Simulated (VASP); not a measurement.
Write the native input for VASP 6.6.1 that does the following.

* Task: single point
* Functional: PBE
* Potentials or basis: VASP PAW PBE potentials, release 64 (B, As)
* Cutoff: 520 eV
* k mesh: 14 × 14 × 14
* Occupations: fermi-dirac, width 0.05 eV
* Spin: no spin polarisation
* Dipole correction: no
* Further INCAR settings: ALGO = Normal; EDIFF = 1e-06; NBANDS = 11

The structure of BAs (rocksalt type) lies in POSCAR:

```
BAs
1.0
    0.0000000000      2.2756699033      2.2756699033
    2.2756699033      0.0000000000      2.2756699033
    2.2756699033      2.2756699033      0.0000000000
B As
1 1
Direct
    0.0000000000      0.0000000000      0.0000000000
    0.5000000000      0.5000000000      0.5000000000
```

This cell differs from its parent crystal: volume scaled by 0.96.

One way to write it, as run:

INCAR

```
ALGO = Normal
EDIFF = 1E-6
ENCUT = 520
GGA = PE
ISIF = 2
ISMEAR = -1
LASPH = True
LCHARG = True
LELF = True
LREAL = False
LVHAR = True
LWAVE = False
NBANDS = 11
NELM = 60
PREC = Accurate
SIGMA = 0.05
```

KPOINTS

```
k-points
0
Gamma
  14 14 14
```

Potentials or basis: VASP PAW PBE potentials, release 64 (B, As).

The run is started by

```console
$ cat potpaw_PBE.64/B/POTCAR potpaw_PBE.64/As/POTCAR > POTCAR
$ mpirun -np 1 vasp_std > vasp.out
```

It gave:

| Quantity | Value |
| --- | --- |
| Pressure | 6.2 GPa |
| Band gap on the k mesh | zero (band 4 reaches 9.34 eV, above the bottom of band 5 at 4.47 eV) |

It took 16 s on 1 thread of Intel(R) Xeon(R) Platinum 8259CL CPU @ 2.50GHz (Skylake/Cascade Lake), with other jobs on the host, peak memory 0.16 GiB.
